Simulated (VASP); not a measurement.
# Mg8HO8 in VASP: single point with PBE+D3(BJ)

Aim: the single point of Mg8HO8 with PBE+D3(BJ).

All numbers are computed with VASP 6.6.1; they aren't measurements. Logs are shortened: lines on timing, memory, paths and dates and some standing lists are left out, and cuts for length are marked.

**1. The cell of the first run**

The cell holds a slab with vacuum, 34 atoms: a = 5.951 Å, b = 5.951 Å, c = 25.062 Å, α = 90.00°, β = 90.00°, γ = 90.00°.

**2. Single point, PBE+D3(BJ)**

File INCAR:

```
SYSTEM = Mg8HO8
ALGO = Normal ; DIPOL = 0.5 0.5 0.460
EDIFF = 1E-7 ; ENCUT = 520
GGA = PE ; IDIPOL = 3
ISIF = 2 ; ISMEAR = 0
IVDW = 12 ; LASPH = .True.
LCHARG = .False. ; LDIPOL = .True.
LREAL = Auto ; LWAVE = .False.
NBANDS = 88 ; NELM = 60
PREC = Accurate ; SIGMA = 0.05
```

File KPOINTS:

```
k-points
0
Gamma
  3 3 1
  0 0 0
```

File POSCAR:

```
Mg8HO8
1.0
    5.9506164682      0.0000000000      0.0000000000
    0.0000000000      5.9506164682      0.0000000000
    0.0000000000      0.0000000000     25.0615818854
Mg O H
16 16 2
Direct
    0.2500000000      0.2500000000      0.3192136888
    0.2500000000      0.7500000000      0.3192136888
    0.7500000000      0.2500000000      0.3192136888
    0.7500000000      0.7500000000      0.3192136888
    0.5000000000      0.5000000000      0.4031613278
    0.5000000000      0.0000000000      0.4031613278
    0.0000000000      0.5000000000      0.4031613278
    0.0000000000      0.0000000000      0.4031613278
    0.7499654984      0.7500000000      0.4874642193
    0.7500339962      0.2500000000      0.4874468579
    0.2500345016      0.7500000000      0.4874642193
    0.2499660038      0.2500000000      0.4874468579
    0.0000000000     -0.0003766555      0.5707928868
    0.0000000000      0.5003766555      0.5707928868
    0.5000000000      0.0000698157      0.5708981388
    0.5000000000      0.4999301843      0.5708981388
    0.5000000000      0.5000000000      0.3192136888
    0.5000000000      0.0000000000      0.3192136888
    0.0000000000      0.5000000000      0.3192136888
    0.0000000000      0.0000000000      0.3192136888
    0.7500000000      0.7500000000      0.4031613278
    0.7500000000      0.2500000000      0.4031613278
    0.2500000000      0.7500000000      0.4031613278
    0.2500000000      0.2500000000      0.4031613278
    0.0000000000     -0.0000296365      0.4871897904
    0.0000000000      0.5000296365      0.4871897904
    0.5000000000      0.0000425194      0.4872338155
    0.5000000000      0.4999574806      0.4872338155
    0.2497736570      0.2500000000      0.5728464184
    0.2501550476      0.7500000000      0.5728767594
    0.7502263430      0.2500000000      0.5728464184
    0.7498449524      0.7500000000      0.5728767594
    0.0000000000      0.2500000000      0.6746585562
    0.0000000000      0.2500000000      0.7046987512
```

Potentials or basis: VASP PAW PBE potentials, release 64 (Mg, O, H).

Command:

```console
cat potpaw_PBE.64/Mg/POTCAR potpaw_PBE.64/O/POTCAR potpaw_PBE.64/H/POTCAR > POTCAR
mpirun -np 1 vasp_std > vasp.out
```

OUTCAR:

```text
SYSTEM = Mg8HO8
   EDIFF = 1E-7
   ENCUT = 520
   GGA = PE
   ISIF = 2
   ISMEAR = 0
   IVDW = 12
   LASPH = .True.
   LREAL = Auto
   NELM = 60
   PREC = Accurate
 IVDW          = 12

 ion  position               nearest neighbor table
   1  0.250  0.250  0.319-  17 2.10  18 2.10  19 2.10  20 2.10  24 2.10   3 2.98   2 2.98   2 2.98
                             3 2.98   8 2.98   5 2.98   6 2.98   7 2.98
   2  0.250  0.750  0.319-  17 2.10  18 2.10  19 2.10  20 2.10  23 2.10   4 2.98   1 2.98   1 2.98
                             4 2.98   8 2.98   5 2.98   6 2.98   7 2.98
   3  0.750  0.250  0.319-  17 2.10  18 2.10  19 2.10  20 2.10  22 2.10   4 2.98   1 2.98   4 2.98
                             1 2.98   8 2.98   5 2.98   6 2.98   7 2.98
   4  0.750  0.750  0.319-  17 2.10  18 2.10  19 2.10  20 2.10  21 2.10   3 2.98   2 2.98   3 2.98
                             2 2.98   8 2.98   5 2.98   6 2.98   7 2.98
   5  0.500  0.500  0.403-  21 2.10  22 2.10  23 2.10  24 2.10  17 2.10  28 2.11   6 2.98   7 2.98
                             6 2.98   7 2.98   3 2.98   4 2.98   1 2.98   2 2.98  10 2.98  12 2.98
   6  0.500  0.000  0.403-  21 2.10  22 2.10  23 2.10  24 2.10  18 2.10  27 2.11   5 2.98   8 2.98
                             5 2.98   8 2.98   3 2.98   4 2.98   1 2.98   2 2.98  10 2.98  12 2.98
   7  0.000  0.500  0.403-  21 2.10  22 2.10  23 2.10  24 2.10  19 2.10  26 2.11   5 2.98   8 2.98
                             8 2.98   5 2.98   3 2.98   4 2.98   1 2.98   2 2.98  10 2.98  12 2.98
   8  0.000  0.000  0.403-  21 2.10  22 2.10  23 2.10  24 2.10  20 2.10  25 2.11   6 2.98   7 2.98
                             7 2.98   6 2.98   3 2.98   4 2.98   1 2.98   2 2.98  10 2.98  12 2.98
   9  0.750  0.750  0.487-  25 2.10  26 2.10  27 2.10  28 2.10  21 2.11  32 2.14  13 2.96  14 2.96
[... 16 lines left out ...]
  18  0.500  0.000  0.319-   1 2.10   2 2.10   3 2.10   4 2.10   6 2.10
  19  0.000  0.500  0.319-   1 2.10   2 2.10   3 2.10   4 2.10   7 2.10
  20  0.000  0.000  0.319-   1 2.10   2 2.10   3 2.10   4 2.10   8 2.10
  21  0.750  0.750  0.403-   5 2.10   6 2.10   7 2.10   8 2.10   4 2.10   9 2.11
  22  0.750  0.250  0.403-   5 2.10   6 2.10   7 2.10   8 2.10   3 2.10  10 2.11
  23  0.250  0.750  0.403-   5 2.10   6 2.10   7 2.10   8 2.10   2 2.10  11 2.11
  24  0.250  0.250  0.403-   5 2.10   6 2.10   7 2.10   8 2.10   1 2.10  12 2.11
  25  0.000  1.000  0.487-  13 2.10  12 2.10  10 2.10   9 2.10  11 2.10   8 2.11
  26  0.000  0.500  0.487-  14 2.10  12 2.10  10 2.10   9 2.10  11 2.10   7 2.11
  27  0.500  0.000  0.487-  15 2.10  12 2.10  10 2.10   9 2.10  11 2.10   6 2.11
  28  0.500  0.500  0.487-  16 2.10  12 2.10  10 2.10   9 2.10  11 2.10   5 2.11
  29  0.250  0.250  0.573-  15 2.11  16 2.11  13 2.11  14 2.11  12 2.14
  30  0.250  0.750  0.573-  13 2.10  14 2.10  15 2.10  16 2.10  11 2.14
  31  0.750  0.250  0.573-  15 2.11  16 2.11  13 2.11  14 2.11  10 2.14
  32  0.750  0.750  0.573-  13 2.10  14 2.10  15 2.10  16 2.10   9 2.14
  33  0.000  0.250  0.675-  34 0.75
  34  0.000  0.250  0.705-  33 0.75

  LATTYP: Found a simple tetragonal cell.
 ALAT       =     5.9506164682
 C/A-ratio  =     4.2115942137

  Lattice vectors:

 A1 = (   5.9506164682,   0.0000000000,   0.0000000000)
 A2 = (   0.0000000000,   5.9506164682,   0.0000000000)
 A3 = (   0.0000000000,   0.0000000000,  25.0615818854)

Analysis of symmetry for initial positions (statically):
=====================================================================
 Subroutine PRICEL returns:
 Original cell was already a primitive cell.

 Routine SETGRP: Setting up the symmetry group for a
 simple tetragonal supercell.

 Subroutine GETGRP returns: Found  4 space group operations
 (whereof  2 operations were pure point group operations)
 out of a pool of 16 trial point group operations.

The static configuration has the point symmetry C_1h.
 The point group associated with its full space group is C_2v.

Analysis of symmetry for dynamics (positions and initial velocities):
=====================================================================
 Subroutine PRICEL returns:
 Original cell was already a primitive cell.

 Routine SETGRP: Setting up the symmetry group for a
 simple tetragonal supercell.

 Subroutine GETGRP returns: Found  4 space group operations
 (whereof  2 operations were pure point group operations)
 out of a pool of 16 trial point group operations.

The dynamic configuration has the point symmetry C_1h.
 The point group associated with its full space group is C_2v.

 Subroutine INISYM returns: Found  4 space group operations
 (whereof  2 operations are pure point group operations),
 and found     1 'primitive' translations

----------------------------------------------------------------------------------------

                                     Primitive cell

  volume of cell :     887.4265

  direct lattice vectors                    reciprocal lattice vectors
     5.950616468  0.000000000  0.000000000     0.168049816  0.000000000  0.000000000
     0.000000000  5.950616468  0.000000000     0.000000000  0.168049816  0.000000000
[... 82 lines left out ...]
Automatic generation of k-mesh.
 Grid dimensions read from file:
 generate k-points for:    3    3    1

 Generating k-lattice:

  Cartesian coordinates                     Fractional coordinates (reciprocal lattice)
     0.056016605  0.000000000  0.000000000     0.333333333  0.000000000  0.000000000
     0.000000000  0.056016605  0.000000000     0.000000000  0.333333333  0.000000000
     0.000000000  0.000000000  0.039901711     0.000000000  0.000000000  1.000000000

  Length of vectors
     0.056016605  0.056016605  0.039901711

  Shift w.r.t. Gamma in fractional coordinates (k-lattice)
     0.000000000  0.000000000  0.000000000

 Subroutine IBZKPT returns following result:
 ===========================================

 Found      4 irreducible k-points:

 Following reciprocal coordinates:
            Coordinates               Weight
  0.000000  0.000000  0.000000      1.000000
  0.333333  0.000000  0.000000      2.000000
  0.000000  0.333333  0.000000      2.000000
  0.333333  0.333333  0.000000      4.000000
   k-points           NKPTS =      4   k-points in BZ     NKDIM =      4   number of bands    NBANDS=     88
   number of dos      NEDOS =    301   number of ions     NIONS =     34
   total plane-waves  NPLWV = 442368
   dimension x,y,z NGX =    48 NGY =   48 NGZ =  192
   dimension x,y,z NGXF=    96 NGYF=   96 NGZF=  384
   ions per type =              16  16   2
   NGX,Y,Z   is equivalent  to a cutoff of  13.41, 13.41, 12.74 a.u.
   NGXF,Y,Z  is equivalent  to a cutoff of  26.82, 26.82, 25.47 a.u.
 SYSTEM =  Mg8HO8
   PREC   = accura    normal or accurate (medium, high low for compatibility)
   ISTART =      0    job   : 0-new  1-cont  2-samecut
   ICHARG =      2    charge: 1-file 2-atom 10-const
   ISPIN  =      1    spin polarized calculation?
   LNONCOLLINEAR =      F non collinear calculations
   LSORBIT =      F    spin-orbit coupling
   LASPH  =      T    aspherical Exc in radial PAW
   ENCUT  =  520.0 eV  38.22 Ry    6.18 a.u.  11.06 11.06 46.60*2*pi/ulx,y,z
   NELM   =     60;   NELMIN=  2; NELMDL= -5     # of ELM steps
   EDIFF  = 0.1E-06   stopping-criterion for ELM
   LREAL  =      T    real-space projection
   EDIFFG = 0.1E-05   stopping-criterion for IOM
   NSW    =      0    number of steps for IOM
   IBRION =     -1    ionic relax: 0-MD 1-quasi-New 2-CG
   NFREE  =      0    steps in history (QN), initial steepest desc. (CG)
   ISIF   =      2    stress and relaxation
   ISYM   =      2    0-nonsym 1-usesym 2-fastsym
   POTIM  = 0.5000    time-step for ionic-motion
   TEBEG  =    0.0;   TEEND  =   0.0 temperature during run
   PSTRESS=    0.0 pullay stress
   NELECT =     130.0000    total number of electrons
   NUPDOWN=      -1.0000    fix difference up-down
   EMIN   =  10.00;   EMAX   =-10.00  energy-range for DOS
   EFERMI =   0.00;   METHOD = LEGACY
   ISMEAR =     0;   SIGMA  =   0.05  broadening in eV -4-tet -1-fermi 0-gaus
   EFERMI_NEDOS =   21; number of points for ismear=-14 and -15
   IALGO  =     38    algorithm
   IMIX   =      4    mixing-type and parameters
     AMIX     =   0.40;   BMIX     =  1.00
     AMIX_MAG =   1.60;   BMIX_MAG =  1.00
  volume/ion in A,a.u.               =      26.10       176.14
  Fermi-wavevector in a.u.,A,eV,Ry     =   0.863002  1.630837 10.133245  0.744772
  Thomas-Fermi vector in A             =   1.980887
   LORBIT       =      0    0 simple, 1 ext, 2 COOP (PROOUT), +10 PAW based schemes
   GGA     = PE    functional components
   LHFCALC =     F    Hartree Fock is set to
   AEXX    =    0.0000 exact exchange contribution
   IVDW    =    12    specifies the selected vdW correction
   LEPSILON=     F    determine dielectric tensor
   LRPA    =     F    only Hartree local field effects (RPA)
 non-spin polarized calculation
 Gauss-broadening in eV      SIGMA  =   0.05
  energy-cutoff  :      520.00
  volume of cell :      887.43
 maximum number of plane-waves:     23936
 NGX is ok and might be reduce to    48
   NGX = 23   NGY = 23   NGZ = 93

 dipolmoment           0.000000      0.000000     -0.000074 electrons x Angstroem

 number of electron     129.9999953 magnetization

 dipolmoment           0.000000      0.000000      0.091373 electrons x Angstroem

 Free energy of the ion-electron system (eV)
  ---------------------------------------------------
  ext. energy  EPLUGINS =         0.00000000
  ---------------------------------------------------
  free energy    TOTEN  =      -193.46397355 eV

  energy without entropy =     -193.46397355  energy(sigma->0) =     -193.46397355

 E-fermi :  -1.9765     XC(G=0):  -4.5183

 val. band max:       -2.2323874532   @ k =   0.0000   0.0000   0.0000
 cond. band min:       1.1289873926   @ k =   0.0000   0.0000   0.0000
 fundamental gap:      3.3613748457
 Fermi energy:        -1.9765028301

 k-point     1 :       0.0000    0.0000    0.0000
  band No.  band energies     occupation
      1     -19.2660      2.00000
      2     -18.7336      2.00000
      3     -18.2545      2.00000
      4     -18.2545      2.00000
      5     -18.2100      2.00000
      6     -18.2100      2.00000
[... 309 lines left out ...]
     76       4.8667      0.00000
     77       5.0490      0.00000
 [bands above 77 left out]

------------------------ aborting loop because EDIFF is reached ----------------------------------------

 vacuum level on the upper side and lower side of the slab       (xc-potential included)         0.151        -0.275

 Edisp (eV)   -7.10697

 E8    (eV) :    -2.8703

  FORCE on cell =-STRESS in cart. coord.  units (eV):
  Direction    XX          YY          ZZ          XY          YZ          ZX
  --------------------------------------------------------------------------------------
  -------------------------------------------------------------------------------------
  Total     -14.59975   -14.48167     0.23384     0.00000     0.00000     0.00000
  in kB     -26.35868   -26.14550     0.42218     0.00000     0.00000     0.00000
  external pressure =      -17.36 kB  Pullay stress =        0.00 kB

 VOLUME and BASIS-vectors are now :
 -----------------------------------------------------------------------------
  energy-cutoff  :      520.00
  volume of cell :      887.43
      direct lattice vectors                 reciprocal lattice vectors
     5.950616468  0.000000000  0.000000000     0.168049816  0.000000000  0.000000000
     0.000000000  5.950616468  0.000000000     0.000000000  0.168049816  0.000000000
     0.000000000  0.000000000 25.061581885     0.000000000  0.000000000  0.039901711

 POSITION                                       TOTAL-FORCE (eV/Angst)
 -----------------------------------------------------------------------------------
      1.48765      1.48765      8.00000        -0.000083     -0.000000      0.438302
      1.48765      4.46296      8.00000         0.000077     -0.000000      0.438654
      4.46296      1.48765      8.00000         0.000083     -0.000000      0.438302
      4.46296      4.46296      8.00000        -0.000077     -0.000000      0.438654
      2.97531      2.97531     10.10386         0.000000      0.000278      0.071633
      2.97531      0.00000     10.10386         0.000000     -0.000278      0.071633
[... 26 lines left out ...]
      0.00000      1.48765     16.90801         0.000000     -0.000000      0.037611
      0.00000      1.48765     17.66087         0.000000     -0.000000     -0.029330
 -----------------------------------------------------------------------------------
    total drift:                                0.000000      0.000000      0.002748

  FREE ENERGIE OF THE ION-ELECTRON SYSTEM (eV)
  ---------------------------------------------------
  free  energy   TOTEN  =      -200.5709430622 eV

  energy  without entropy=     -200.5709430622  energy(sigma->0) =     -200.57094306

 vacuum level on the upper side and lower side of the slab         2.989         2.535
```

Wall time 20 min (1 thread of Oxide Virtual Turin-like, shared host); peak memory 0.91 GiB.

What came out:

| Quantity | Value |
| --- | --- |
| Free energy | -200.5709 eV |
| Largest force | 0.545 eV/Å |
| Band gap on the k mesh | 3.36 eV |
| Dispersion energy per atom | -0.209 eV |

Forces in eV/Å, atoms in the order of the input:
```
Mg   0.000  0.000  0.438
Mg   0.000  0.000  0.439
Mg   0.000  0.000  0.438
Mg   0.000  0.000  0.439
Mg   0.000  0.000  0.072
Mg   0.000  0.000  0.072
Mg   0.000  0.002  0.069
Mg   0.000 -0.002  0.069
Mg  -0.006  0.000 -0.007
Mg  -0.003  0.000 -0.002
Mg   0.006  0.000 -0.007
Mg   0.003  0.000 -0.002
Mg   0.000 -0.004 -0.025
Mg   0.000  0.004 -0.025
Mg   0.000 -0.007 -0.018
Mg   0.000  0.007 -0.018
O    0.000  0.000 -0.545
O    0.000  0.000 -0.545
O    0.000  0.000 -0.545
O    0.000  0.000 -0.545
O   -0.002  0.000  0.053
O    0.000  0.000  0.053
O    0.002  0.000  0.053
O    0.000  0.000  0.053
O    0.000 -0.002 -0.001
O    0.000  0.002 -0.001
O    0.000  0.000 -0.005
O    0.000  0.000 -0.005
O    0.001  0.000  0.015
O   -0.010  0.000  0.003
O   -0.001  0.000  0.015
O    0.010  0.000  0.003
H    0.000  0.000  0.038
H    0.000  0.000 -0.029
```
